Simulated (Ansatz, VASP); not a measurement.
Given: the input of a run of Ansatz 0.2.0 on Sb.

File input.yaml:

```yaml
crystal:
  lattice:
    - [2.1684666409, 1.2519647989, 3.7828881425]
    - [-2.1684666409, 1.2519647989, 3.7828881425]
    - [0.0, -2.5039295978, 3.7828881425]
  atoms:
    - { symbol: Sb, position: [0.76651, 0.76651, 0.76651] }
    - { symbol: Sb, position: [0.23349, 0.23349, 0.23349] }
kpoints:
  mp_grid: { grid: [8, 8, 8] }
scf:
  occupations: { method: fermi_dirac, width: 0.05 }
hamiltonian:
  xc: lda
  pseudopotentials: { kind: all_electron, lapw: { basis_error: 0.001 } }
output:
  forces: true
  stress: true
  eigenvalues: true
```

Potentials or basis: all-electron LAPW, scalar-relativistic.

Command:

```sh
$ ansatz run input.yaml --threads 1 --pin off --max-ram 3072MiB --backend cpu --events-out ev --progress --plain --runs-dir out
```

Task: Translate it to VASP 6.6.1. Potentials there: VASP PAW LDA potentials, release 64 (Sb).

Result: As run (the cutoff follows the program's own potentials):

INCAR

```
ALGO = Normal ; EDIFF = 1E-6
ENCUT = 520 ; GGA = CA
ISIF = 2 ; ISMEAR = -1
LASPH = True ; LCHARG = True
LELF = True ; LREAL = False
LVHAR = True ; LWAVE = False
NBANDS = 12 ; NELM = 60
PREC = Accurate ; SIGMA = 0.05
```

KPOINTS

```
k-points
0
Gamma
  8 8 8
```

POSCAR

```
Sb
1.0
    2.1684666409      1.2519647989      3.7828881425
   -2.1684666409      1.2519647989      3.7828881425
    0.0000000000     -2.5039295978      3.7828881425
Sb
2
Direct
    0.7665100000      0.7665100000      0.7665100000
    0.2334900000      0.2334900000      0.2334900000
```

Potentials or basis: VASP PAW LDA potentials, release 64 (Sb).

Command:

```console
$ cat potpaw_LDA.64/Sb/POTCAR > POTCAR
$ mpirun -np 1 vasp_std > vasp.out
```

Both were run:

|  | VASP | Ansatz | Ansatz less VASP |
| --- | --- | --- | --- |
| gap on the k mesh at the Fermi level (eV) | none | none | - |
| pressure (GPa) | -2.0 | -2.2 | -0.21 |
| traceless stress, the component that is largest in VASP (GPa) | -0.21 | -0.14 | +0.069 |
| rms of the force components (eV/Å) | 0.015 | 0.049 | +0.0341 |

LDA's correlation is that of Perdew and Zunger in VASP and of Perdew and Wang (1992) in Ansatz. Atom by atom the forces differ by 0.034 eV/Å (rms over components). A gap of «none» marks a metal or a gap that the smearing closes. Ansatz ran all-electron here, and VASP with PAW potentials.

Spin-orbit coupling is off throughout.
